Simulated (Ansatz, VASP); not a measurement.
One calculation of SnSe, two programs

```xyz
2
Lattice="0.0000 3.0299 3.0299 3.0299 0.0000 3.0299 3.0299 3.0299 0.0000" Properties=species:S:1:pos:R:3 pbc="T T T"
Sn    0.0000    0.0000    0.0000
Se    3.0299    3.0299    3.0299
```

Change from the starting cell: volume scaled by 1.02.

Alike in both runs: task single point; functional PBEsol; k mesh 7 × 7 × 7; occupations fermi-dirac, width 0.01 eV; no spin polarisation.

|  | VASP | Ansatz |
| --- | --- | --- |
| version | VASP 6.6.1 | Ansatz 0.2.0 |
| potentials or method | VASP PAW PBE potentials, release 64 (Sn_d, Se), cutoff 520 eV | all-electron LAPW, scalar-relativistic |

|  | VASP | Ansatz | Ansatz less VASP |
| --- | --- | --- | --- |
| pressure (GPa) | -2.8 | -2.8 | 0.00 |

VASP's potentials were made for PBE, not for PBEsol. Ansatz ran all-electron here, and VASP with PAW potentials.
